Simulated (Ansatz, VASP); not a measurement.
Si3C in VASP and in Ansatz

The input INCAR:

```
  PREC = Accurate
  ENCUT = 520
  EDIFF = 1E-6
  ISMEAR = 0
  SIGMA = 0.1
  LREAL = False
  LASPH = True
  NELM = 150
  ALGO = Normal
  ISIF = 2
  LWAVE = False
  LCHARG = False
  ISPIN = 2
  MAGMOM = 0 0 0 1
  LORBIT = 11
  GGA = PE
  NBANDS = 20
```

KPOINTS

```
Automatic mesh
0
Gamma
  6 6 4
```

The input POSCAR:

```
Si3C
1.0
    2.7893936113      0.0000000000      0.0000000000
    0.0000000000      2.7893936113      0.0000000000
    0.0000000000      0.0000000000      5.9748257797
Si C
3 1
Direct
    0.0000000000      0.0000000000      0.6968288951
    0.5000000000      0.5000000000      0.0000000000
    0.0000000000      0.0000000000      0.3031711049
    0.5000000000      0.5000000000      0.5000000000
```

Input for Ansatz:

```yaml
crystal:
  lattice:
    - [2.7893936113, 0.0, 0.0]
    - [0.0, 2.7893936113, 0.0]
    - [0.0, 0.0, 5.9748257797]
  atoms:
    - { symbol: Si, position: [0.0, 0.0, 0.6968288951] }
    - { symbol: Si, position: [0.5, 0.5, 0.0] }
    - { symbol: Si, position: [0.0, 0.0, 0.3031711049] }
    - { symbol: C, position: [0.5, 0.5, 0.5], spin: 1.0 }
basis:
  ecutwfc: 420
kpoints:
  mp_grid: { grid: [6, 6, 4] }
hamiltonian:
  xc: pbe
scf:
  occupations: { method: gaussian, width: 0.1 }
  lower_state_search: "off"
output:
  forces: true
  stress: true
  eigenvalues: true
  populations: true
magnetization:
  spin_polarized: true
```

Alike in both runs: task single point; functional PBE; k mesh 6 × 6 × 4; occupations gaussian, width 0.1 eV; collinear spin.

```csv
,VASP,Ansatz
version,VASP 6.6.1,Ansatz 0.2.0
potentials or method,"VASP PAW PBE potentials, release 64 (Si, C), cutoff 520 eV","scalar-relativistic, plane waves, PAW"
valence electrons in the cell,16,16
```

VASP gave:

- gap on the k mesh at the Fermi level (eV): none
- pressure (GPa): 0.0
- traceless stress, the component that is largest in VASP (GPa): -0.09
- rms of the force components (eV/Å): 0.001
- net moment per atom (μB): 0.00

Problem. Which values does Ansatz return?

Solution. gap on the k mesh at the Fermi level (eV): none; pressure (GPa): 0.0; traceless stress, the component that is largest in VASP (GPa): -0.01; rms of the force components (eV/Å): 0.004; net moment per atom (μB): 0.00.

Atom by atom the forces differ by 0.002 eV/Å (rms over components). A gap of «none» marks a metal or a gap that the smearing closes. Ansatz's warnings: seeded moment not kept.

The k mesh is coarse, so the values compare programs but aren't converged.
